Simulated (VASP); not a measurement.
Input of a VASP 6.6.1 run:

Contents of INCAR:

```
  PREC = Accurate
  ENCUT = 910
  EDIFF = 1E-7
  ISMEAR = 0
  SIGMA = 0.01
  LREAL = F
  LASPH = T
  NELM = 120
  ALGO = Normal
  ISIF = 3
  LWAVE = F
  LCHARG = F
  GGA = PE
  IBRION = 2
  NSW = 80
  EDIFFG = -0.002
  GGA_COMPAT = F
  NELMIN = 4
```

The input KPOINTS:

```
Automatic mesh
0
Gamma
  12 12 4
```

The input POSCAR:

```
BN
1.0
    2.5070000000      0.0000000000      0.0000000000
   -1.2535000000      2.1711256873      0.0000000000
    0.0000000000      0.0000000000      6.6710000000
B N
2 2
Direct
    0.3333333333      0.6666666667      0.0000000000
    0.6666666667      0.3333333333      0.5000000000
    0.6666666667      0.3333333333      0.0000000000
    0.3333333333      0.6666666667      0.5000000000
```

Potentials or basis: VASP PAW PBE potentials, release 64 (B_h, N_h).

Launch:

```console
$ cat potpaw_PBE.64/B_h/POTCAR potpaw_PBE.64/N_h/POTCAR > POTCAR
$ mpirun -np 1 vasp_std > vasp.out
```

(1) Estimate the relaxed volume.

(2) Estimate the relaxed cell.

(3) What does it give for the space group after relaxing (to 0.1 Å)?

(4) Estimate the band gap on the k mesh.

Answers

(1) 9.74 Å³/atom.

(2) a = 2.511 Å, b = 2.511 Å, c = 7.135 Å, α = 90.00°, β = 90.00°, γ = 120.00°.

(3) P6_3/mmc (No. 194).

(4) 4.37 eV (least direct gap 4.64 eV).

Caveat: the cutoff is under 1.25 times the usual one of these potentials, so pressure, stress and relaxed cells hold a basis-set (Pulay) error; this functional lacks dispersion, which binds the layers, so the pressure and a relaxed spacing across them are unreliable.
